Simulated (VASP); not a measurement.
Wanted: the native input for a VASP 6.6.1 run.

```yaml
Task: single point
Functional: PBE
Potentials_or_basis: VASP PAW PBE potentials, release 64 (Ru_pv, Al)
Cutoff: 520 eV
k_mesh: 13 × 13 × 13
Occupations: fermi-dirac, width 0.08 eV
Spin: no spin polarisation
Dipole_correction: no
Further_INCAR_settings: ALGO = Normal; EDIFF = 1e-06; NBANDS = 16
```

The structure of AlRu (zincblende type) lies in POSCAR:

```
AlRu
1.0
    0.0000000000      2.3300836034      2.3300836034
    2.3300836034      0.0000000000      2.3300836034
    2.3300836034      2.3300836034      0.0000000000
Ru Al
1 1
Direct
    0.0000000000      0.0000000000      0.0000000000
    0.2500000000      0.2500000000      0.2500000000
```

These files were run (other wordings do the same):

INCAR

```
SYSTEM = AlRu
ALGO = Normal ; EDIFF = 1E-6
ENCUT = 520 ; GGA = PE
ISIF = 2 ; ISMEAR = -1
LASPH = .TRUE. ; LCHARG = .TRUE.
LELF = .TRUE. ; LREAL = .FALSE.
LVHAR = .TRUE. ; LWAVE = .FALSE.
NBANDS = 16 ; NELM = 100
PREC = Accurate ; SIGMA = 0.08
```

KPOINTS

```
k-points
0
G
  13 13 13
  0 0 0
```

Potentials or basis: VASP PAW PBE potentials, release 64 (Ru_pv, Al).

The run is started by

```bash
$ cat potpaw_PBE.64/Ru_pv/POTCAR potpaw_PBE.64/Al/POTCAR > POTCAR
$ mpirun -np 1 vasp_std > vasp.out
```

It gave:

| Quantity | Value |
| --- | --- |
| Pressure | 110.7 GPa |

Wall time 62 s on 1 thread of AMD EPYC 7R43 64-Core Processor (Zen 3) (shared host), peak memory 0.14 GiB.
